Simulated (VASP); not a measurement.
A run of VASP 6.6.1:

INCAR

```
SYSTEM = Si3Te
PREC     = Accurate       ! precision mode
ENCUT    = 500            ! plane-wave cutoff, eV
EDIFF    = 1E-6           ! SCF threshold, eV
ISMEAR   = 0              ! smearing method
SIGMA    = 0.1            ! smearing width, eV
LREAL    = .False.        ! projectors in reciprocal space
LASPH    = .True.         ! aspherical terms in the spheres
NELM     = 120            ! most SCF steps
ALGO     = Normal         ! electronic algorithm
ISIF     = 2              ! what is computed and relaxed
LWAVE    = .False.        ! write WAVECAR
LCHARG   = .True.         ! write CHGCAR
GGA      = PE             ! functional
LELF     = .True.         ! ELF
LVHAR    = .True.       
NBANDS   = 28             ! bands
GGA_COMPAT= .False.
```

File KPOINTS:

```
Automatic mesh
0
Gamma
  6 6 1
  0 0 0
```

Contents of POSCAR:

```
Si3Te
1.0
    3.0006084679      0.0000000000      0.0000000000
    0.2413375844      3.3356701417      0.0000000000
    0.3222338712      0.4042282035     16.1904845063
Si Te
6 2
Direct
    0.9042638059      0.1874693311      0.7549365877
    0.0992665146      0.8303358931      0.2555021418
    0.4084773831      0.6749482924      0.8311626644
    0.5865192296      0.3258124608      0.3327309720
    0.4204366787      0.6893234229      0.6695458138
    0.5980736746      0.3485277983      0.1693467176
    0.4176739227      0.6187299446      0.9941726751
    0.5652887908      0.3248528567      0.4926024276
```

Potentials or basis: VASP PAW PBE potentials, release 64 (Si, Te).

Launch:

```bash
$ cat potpaw_PBE.64/Si/POTCAR potpaw_PBE.64/Te/POTCAR > POTCAR
$ mpirun -np 1 vasp_std > vasp.out
```

Hardware: 1 thread of Intel Xeon 8259CL, with other jobs on the host.

Task: How long does it take, and how much memory?

Result: It took 2.6 min on 1 thread of Intel Xeon 8259CL, with other jobs on the host, peak memory 0.24 GiB. Counts: scf iterations 18, k points 20.
